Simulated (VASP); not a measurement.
# B2O (P-3m1) in VASP: notebook

Runs on B2O. Level: PBE. Tasks: relaxation of cell and atoms, single point.

Program: VASP 6.6.1. These are calculated values, not measurements. Logs are shortened: lines on timing, memory, paths and dates and some standing lists are left out, and cuts for length are marked.

## 1. The cell of the first run

Symmetry: P-3m1, No. 164, trigonal system. The conventional cell has a = 2.879 Å, b = 2.879 Å, c = 7.052 Å, α = 90.00°, β = 90.00°, γ = 120.00°. Within 2.3 Å of B (site symmetry 3m) lie 1 B at 1.69 Å and 3 O at 1.74 Å. B (site symmetry 3m) has 3 B at 1.69 Å and 1 O at 2.00 Å within 2.3 Å. O (site symmetry 3m) has 4 B at 1.74 to 2.00 Å within 2.3 Å.

## 2. Relaxation of cell and atoms, PBE

INCAR

```
PREC = Accurate
ENCUT = 600
EDIFF = 1E-6
ISMEAR = 0
SIGMA = 0.1
LREAL = False
LASPH = True
NELM = 100
ALGO = Fast
ISIF = 3
LWAVE = False
LCHARG = False
GGA = PE
IBRION = 2
NSW = 90
EDIFFG = -0.04
```

KPOINTS

```
Automatic mesh
0
Gamma
  9 9 4
```

POSCAR

```
B2O
1.0
    2.8790011400      0.0000000000      0.0000000000
   -1.4395005700      2.4932882800      0.0000000000
    0.0000000000      0.0000000000      7.0520000500
B O
4 2
Direct
    0.0000000000      0.0000000000      0.3800000000
    0.0000000000      0.0000000000      0.6200000000
    0.6666666900      0.3333333400      0.0230000000
    0.3333333400      0.6666666900      0.9770000000
    0.6666666900      0.3333333400      0.3059999900
    0.3333333400      0.6666666900      0.6940000100
```

Potentials or basis: VASP PAW PBE potentials, release 64 (B, O).

Started as:

```bash
$ cat potpaw_PBE.64/B/POTCAR potpaw_PBE.64/O/POTCAR > POTCAR
$ mpirun -np 1 vasp_std > vasp.out
```

OUTCAR:

```text
PREC = Accurate
   ENCUT = 600
   EDIFF = 1E-6
   ISMEAR = 0
   LREAL = False
   LASPH = True
   NELM = 100
   ISIF = 3
   GGA = PE
   IBRION = 2
   NSW = 90
   EDIFFG = -0.04

 ion  position               nearest neighbor table
   1  0.000  0.000  0.380-   2 1.69   5 1.74   5 1.74   5 1.74
   2  0.000  0.000  0.620-   1 1.69   6 1.74   6 1.74   6 1.74
   3  0.667  0.333  0.023-   4 1.69   4 1.69   4 1.69   5 2.00
   4  0.333  0.667  0.977-   3 1.69   3 1.69   3 1.69   6 2.00
   5  0.667  0.333  0.306-   1 1.74   1 1.74   1 1.74   3 2.00
   6  0.333  0.667  0.694-   2 1.74   2 1.74   2 1.74   4 2.00

  LATTYP: Found a hexagonal cell.
 ALAT       =     2.8790011400
 C/A-ratio  =     2.4494606661

  Lattice vectors:

 A1 = (   2.8790011400,   0.0000000000,   0.0000000000)
 A2 = (  -1.4395005700,   2.4932882800,   0.0000000000)
 A3 = (   0.0000000000,   0.0000000000,   7.0520000500)

Analysis of symmetry for initial positions (statically):
=====================================================================
 Subroutine PRICEL returns:
 Original cell was already a primitive cell.

 Routine SETGRP: Setting up the symmetry group for a
 hexagonal supercell.

 Subroutine GETGRP returns: Found 12 space group operations
 (whereof 12 operations were pure point group operations)
 out of a pool of 24 trial point group operations.

The static configuration has the point symmetry D_3d.

Analysis of symmetry for dynamics (positions and initial velocities):
=====================================================================
 Subroutine PRICEL returns:
 Original cell was already a primitive cell.

 Routine SETGRP: Setting up the symmetry group for a
 hexagonal supercell.

 Subroutine GETGRP returns: Found 12 space group operations
 (whereof 12 operations were pure point group operations)
 out of a pool of 24 trial point group operations.

The dynamic configuration has the point symmetry D_3d.

 Subroutine INISYM returns: Found 12 space group operations
 (whereof 12 operations are pure point group operations),
 and found     1 'primitive' translations

----------------------------------------------------------------------------------------

                                     Primitive cell

  volume of cell :      50.6205

  direct lattice vectors                    reciprocal lattice vectors
     2.879001140  0.000000000  0.000000000     0.347342690  0.200538383  0.000000000
    -1.439500570  2.493288280  0.000000000     0.000000000  0.401076766  0.000000000
     0.000000000  0.000000000  7.052000050     0.000000000  0.000000000  0.141803743

  length of vectors
     2.879001140  2.879001274  7.052000050     0.401076785  0.401076766  0.141803743

  position of ions in fractional coordinates (direct lattice)
     0.000000000  0.000000000  0.380000000
     0.000000000  0.000000000  0.620000000
     0.666666690  0.333333340  0.023000000
     0.333333340  0.666666690  0.977000000
     0.666666690  0.333333340  0.305999990
     0.333333340  0.666666690  0.694000010

  ion indices of the primitive-cell ions
   primitive index   ion index
                 1           1
                 2           2
                 3           3
                 4           4
                 5           5
                 6           6

----------------------------------------------------------------------------------------

 KPOINTS: Automatic mesh

Automatic generation of k-mesh.
 Grid dimensions read from file:
 generate k-points for:    9    9    4

 Generating k-lattice:

  Cartesian coordinates                     Fractional coordinates (reciprocal lattice)
     0.038593632  0.022282043  0.000000000     0.111111111  0.000000000  0.000000000
     0.000000000  0.044564085  0.000000000     0.000000000  0.111111111  0.000000000
     0.000000000  0.000000000  0.035450936     0.000000000  0.000000000  0.250000000

  Length of vectors
     0.044564087  0.044564085  0.035450936

  Shift w.r.t. Gamma in fractional coordinates (k-lattice)
     0.000000000  0.000000000  0.000000000

 Subroutine IBZKPT returns following result:
 ===========================================

 Found     43 irreducible k-points:

 Following reciprocal coordinates:
            Coordinates               Weight
  0.000000  0.000000  0.000000      1.000000
  0.111111  0.000000  0.000000      6.000000
  0.222222  0.000000  0.000000      6.000000
  0.333333 -0.000000  0.000000      6.000000
  0.444444  0.000000  0.000000      6.000000
  0.111111  0.111111  0.000000      6.000000
[... 16 lines left out ...]
  0.222222  0.111111  0.250000     12.000000
 -0.111111  0.333333  0.250000     12.000000
 [... further k-points ...]
   k-points           NKPTS =     43   k-points in BZ     NKDIM =     43   number of bands    NBANDS=     16
   number of dos      NEDOS =    301   number of ions     NIONS =      6
   total plane-waves  NPLWV =  32256
   dimension x,y,z NGX =    24 NGY =   24 NGZ =   56
   dimension x,y,z NGXF=    48 NGYF=   48 NGZF=  112
   ions per type =               4   2
   NGX,Y,Z   is equivalent  to a cutoff of  13.86, 13.86, 13.20 a.u.
   NGXF,Y,Z  is equivalent  to a cutoff of  27.72, 27.72, 26.40 a.u.
 SYSTEM =  unknown system
   PREC   = accura    normal or accurate (medium, high low for compatibility)
   ISTART =      0    job   : 0-new  1-cont  2-samecut
   ICHARG =      2    charge: 1-file 2-atom 10-const
   ISPIN  =      1    spin polarized calculation?
   LNONCOLLINEAR =      F non collinear calculations
   LSORBIT =      F    spin-orbit coupling
   LASPH  =      T    aspherical Exc in radial PAW
   ENCUT  =  600.0 eV  44.10 Ry    6.64 a.u.   5.75  5.75 14.08*2*pi/ulx,y,z
   NELM   =    100;   NELMIN=  2; NELMDL= -5     # of ELM steps
   EDIFF  = 0.1E-05   stopping-criterion for ELM
   LREAL  =      F    real-space projection
   EDIFFG = -.4E-01   stopping-criterion for IOM
   NSW    =     90    number of steps for IOM
   IBRION =      2    ionic relax: 0-MD 1-quasi-New 2-CG
   NFREE  =      1    steps in history (QN), initial steepest desc. (CG)
   ISIF   =      3    stress and relaxation
   ISYM   =      2    0-nonsym 1-usesym 2-fastsym
   POTIM  = 0.5000    time-step for ionic-motion
   TEBEG  =    0.0;   TEEND  =   0.0 temperature during run
   PSTRESS=    0.0 pullay stress
   NELECT =      24.0000    total number of electrons
   NUPDOWN=      -1.0000    fix difference up-down
   EMIN   =  10.00;   EMAX   =-10.00  energy-range for DOS
   EFERMI =   0.00;   METHOD = LEGACY
   ISMEAR =     0;   SIGMA  =   0.10  broadening in eV -4-tet -1-fermi 0-gaus
   EFERMI_NEDOS =   21; number of points for ismear=-14 and -15
   IALGO  =     68    algorithm
   IMIX   =      4    mixing-type and parameters
     AMIX     =   0.40;   BMIX     =  1.00
     AMIX_MAG =   1.60;   BMIX_MAG =  1.00
  volume/ion in A,a.u.               =       8.44        56.93
  Fermi-wavevector in a.u.,A,eV,Ry     =   1.276546  2.412322 22.171631  1.629569
  Thomas-Fermi vector in A             =   2.409196
   LORBIT       =      0    0 simple, 1 ext, 2 COOP (PROOUT), +10 PAW based schemes
   GGA     = PE    functional components
   LHFCALC =     F    Hartree Fock is set to
   AEXX    =    0.0000 exact exchange contribution
   IVDW    =     0    specifies the selected vdW correction
   LEPSILON=     F    determine dielectric tensor
   LRPA    =     F    only Hartree local field effects (RPA)
 conjugate gradient relaxation of ions
 non-spin polarized calculation
 RMM-DIIS sequential band-by-band and
 Gauss-broadening in eV      SIGMA  =   0.10
  energy-cutoff  :      600.00
  volume of cell :       50.62
 maximum number of plane-waves:      1702
 NGX is ok and might be reduce to    24
   NGX = 11   NGY = 11   NGZ = 29

--------------------------------------- Ionic step        1  -------------------------------------------

 number of electron      23.9999998 magnetization

 Free energy of the ion-electron system (eV)
  ---------------------------------------------------
  ext. energy  EPLUGINS =         0.00000000
  ---------------------------------------------------
  free energy    TOTEN  =       -37.64986285 eV

  energy without entropy =      -37.64004352  energy(sigma->0) =      -37.64495318

------------------------ aborting loop because EDIFF is reached ----------------------------------------

  FORCE on cell =-STRESS in cart. coord.  units (eV):
  Direction    XX          YY          ZZ          XY          YZ          ZX
  --------------------------------------------------------------------------------------
  -------------------------------------------------------------------------------------
  Total       -9.0829875     -9.0829886      0.1428760      0.0000000      0.0000000      0.0000000
  in kB     -287.4833255   -287.4833613      4.5221328      0.0000000      0.0000000      0.0000000
  external PRESSURE =    -190.1481847 kB  Pullay stress =       0.0000000 kB
[... 101 lines left out ...]
  FREE ENERGIE OF THE ION-ELECTRON SYSTEM (eV)
  ---------------------------------------------------
  free  energy   TOTEN  =       -38.3679612639 eV

  energy  without entropy=      -38.3603961808  energy(sigma->0) =      -38.36417872

[... ionic steps 4 to 20 ...]

--------------------------------------- Ionic step       21  -------------------------------------------

 number of electron      23.9999977 magnetization

------------------------ aborting loop because EDIFF is reached ----------------------------------------
[... 75 lines left out ...]
--------------------------------------- Ionic step       23  -------------------------------------------

 number of electron      23.9999976 magnetization

 Free energy of the ion-electron system (eV)
  ---------------------------------------------------
  ext. energy  EPLUGINS =         0.00000000
  ---------------------------------------------------
  free energy    TOTEN  =       -39.43171633 eV

  energy without entropy =      -39.42089191  energy(sigma->0) =      -39.42630412

 E-fermi :   4.7668     XC(G=0): -10.4799

 val. band max:        4.7189979327   @ k =   0.2222   0.0000   0.5000
 cond. band min:       4.7779927375   @ k =   0.4444   0.0000   0.0000
 fundamental gap:      0.0589948048
 Fermi energy:         4.7668220423

 k-point     1 :       0.0000    0.0000    0.0000
  band No.  band energies     occupation
      1     -19.6314      2.00000
      2     -19.0857      2.00000
      3      -8.2094      2.00000
      4      -6.4534      2.00000
      5      -2.3703      2.00000
      6      -1.1955      2.00000
[... 433 lines left out ...]
      3      -6.2761      2.00000
      4      -5.7449      2.00000
      5      -5.2417      2.00000
      6      -4.1589      2.00000
[... 8 lines left out ...]
     15       9.3583      0.00000
     16      11.0690      0.00000

 [... further k-points ...]

------------------------ aborting loop because EDIFF is reached ----------------------------------------

  FORCE on cell =-STRESS in cart. coord.  units (eV):
  Direction    XX          YY          ZZ          XY          YZ          ZX
  --------------------------------------------------------------------------------------
  -------------------------------------------------------------------------------------
  Total       -0.0220602     -0.0220602     -0.1042186      0.0000000      0.0000000      0.0000000
  in kB       -0.6723360     -0.6723361     -3.1763087      0.0000000      0.0000000      0.0000000
  external PRESSURE =      -1.5069936 kB  Pullay stress =       0.0000000 kB
[... 21 lines left out ...]
  FREE ENERGIE OF THE ION-ELECTRON SYSTEM (eV)
  ---------------------------------------------------
  free  energy   TOTEN  =       -39.4317163305 eV

  energy  without entropy=      -39.4208919077  energy(sigma->0) =      -39.42630412

 reached required accuracy - stopping structural energy minimisation
```

Run time: 8.3 min. Hardware: 1 thread of Intel Xeon Platinum 8259CL at 2.50GHz (Skylake/Cascade Lake), shared host; peak memory 0.19 GiB.

What came out:

| Property | Result |
| --- | --- |
| Free energy | -39.4317 eV |
| Relaxed volume | 8.76 Å³/atom |
| Relaxed cell | a = 2.553 Å, b = 2.553 Å, c = 9.317 Å, α = 90.00°, β = 90.00°, γ = 120.00° |
| Space group after relaxing (to 0.1 Å) | P-3m1 (No. 164) |
| Energy gained by relaxing | 297.0 meV/atom |
| Ionic steps | 23 |
| Pressure after relaxing | -0.2 GPa |
| Largest force after relaxing | 0.009 eV/Å |
| Band gap on the k mesh | zero (bands 12 and 13 overlap by 4.00 eV) |

Forces in eV/Å, atoms in the order of the input:
```
B    0.000  0.000  0.000
B    0.000  0.000  0.000
B    0.000  0.000  0.006
B    0.000  0.000 -0.006
O    0.000  0.000 -0.009
O    0.000  0.000  0.009
```

Stress tensor (GPa, compression positive):
```
-0.07  0.00  0.00
 0.00 -0.07  0.00
 0.00  0.00 -0.32
```

The path:
```tsv
step	energy change (eV)	largest force (eV/Å)	pressure (GPa)	volume (Å³)
1	0.0000	0.1261	-19.01	50.62
2	-0.7170	0.6874	8.35	43.55
3	-0.7181	0.6453	7.04	43.77
4	-0.9417	0.6055	5.03	44.27
5	-1.0480	1.0305	4.50	44.66
6	-0.9889	1.7312	4.60	45.14
7	-1.0634	1.2259	3.96	44.92
8	-1.2928	1.5313	1.15	46.41
9	-1.5685	2.1486	-3.39	50.75
10	-1.5822	1.8399	-2.42	49.72
11	-1.7264	0.7976	-1.04	50.48
12	-1.7496	0.2803	-0.15	50.86
13	-1.7499	0.2844	-0.04	50.91
14	-1.7584	0.2022	0.49	50.94
15	-1.7648	0.1416	1.57	50.99
16	-1.7689	0.1544	0.72	51.33
17	-1.7712	0.2363	-0.49	51.83
18	-1.7743	0.2146	-0.57	52.01
19	-1.7809	0.1041	-0.74	52.56
20	-1.7809	0.1222	-0.86	52.71
21	-1.7810	0.1057	-0.83	52.65
22	-1.7816	0.0551	0.20	52.53
23	-1.7819	0.0091	-0.15	52.57
```

Final structure:
```
B O
1.0
     2.55250    0.00000    0.00000
    -1.27625    2.21053    0.00000
     0.00000    0.00000    9.31685
B O
4 2
Direct
  0.00000 0.00000 0.40667
  0.00000 0.00000 0.59333
  0.66667 0.33333 0.03171
  0.33333 0.66667 0.96829
  0.66667 0.33333 0.34761
  0.33333 0.66667 0.65239
```

Levels at points of the mesh, in eV from the Fermi level:
| k point | band 8 | band 9 | band 10 | band 11 | band 12 | band 13 | band 14 | band 15 | band 16 |
| --- | --- | --- | --- | --- | --- | --- | --- | --- | --- |
| (0.00, 0.00, 0.00) | -5.86 | -5.86 | -4.27 | -2.22 | 3.64 | 3.68 | 3.68 | 4.17 | 5.14 |
| (0.00, 0.00, 0.50) | -5.86 | -5.86 | -4.90 | -1.71 | 3.14 | 3.68 | 3.68 | 4.79 | 4.81 |

Caveat: a cell axis changed by over 15 % at a fixed basis, so the end point is rough; this functional lacks dispersion, which binds the layers, so the pressure and a relaxed spacing across them are unreliable. Zero-point motion and thermal expansion aren't in these numbers.

## 3. Single point, PBE

INCAR

```
SYSTEM = B2O
PREC     = Accurate       ! precision mode
ENCUT    = 520            ! plane-wave cutoff, eV
EDIFF    = 1E-7           ! SCF threshold, eV
ISMEAR   = 0              ! smearing method
SIGMA    = 0.1            ! smearing width, eV
LREAL    = .FALSE.        ! projectors in reciprocal space
LASPH    = .TRUE.         ! aspherical terms in the spheres
NELM     = 100            ! most SCF steps
ALGO     = Normal         ! electronic algorithm
ISIF     = 2              ! what is computed and relaxed
LWAVE    = .FALSE.        ! write WAVECAR
LCHARG   = .FALSE.        ! write CHGCAR
GGA      = PE             ! functional
NBANDS   = 21             ! bands
```

KPOINTS

```
regular mesh
0
G
  9 9 4
  0 0 0
```

POSCAR is that of step 2.

Potentials or basis: VASP PAW PBE potentials, release 64 (B, O).

Started as:

```bash
$ cat potpaw_PBE.64/B/POTCAR potpaw_PBE.64/O/POTCAR > POTCAR
$ mpirun -np 1 vasp_std > vasp.out
```

Run time: 48 s. Hardware: 1 thread of Intel Xeon Platinum 8259CL at 2.50GHz (Skylake/Cascade Lake), shared host; peak memory 0.19 GiB.

It converged, with:

| Item | Value |
| --- | --- |
| Free energy | -37.6435 eV |
| Pressure | -18.9 GPa |
| Largest force | 0.126 eV/Å |
| Band gap on the k mesh | zero (bands 12 and 13 overlap by 1.18 eV) |

Forces on the atoms (eV/Å):
```
B    0.000  0.000  0.126
B    0.000  0.000 -0.126
B    0.000  0.000 -0.044
B    0.000  0.000  0.044
O    0.000  0.000 -0.098
O    0.000  0.000  0.098
```

Stress tensor (GPa, compression positive):
```
-28.62   0.00   0.00
  0.00 -28.62   0.00
  0.00   0.00   0.56
```

Levels at points of the mesh, in eV from the Fermi level:
| k point | band 9 | band 10 | band 11 | band 12 | band 13 | band 14 | band 15 | band 16 |
| --- | --- | --- | --- | --- | --- | --- | --- | --- |
| (0.00, 0.00, 0.00) | -6.81 | -3.12 | -1.44 | 0.52 | 1.05 | 1.54 | 1.54 | 2.57 |
| (0.00, 0.00, 0.50) | -5.84 | -5.12 | -0.45 | -0.03 | 1.27 | 1.44 | 1.44 | 2.72 |

Caveat: the cell stands under tension.
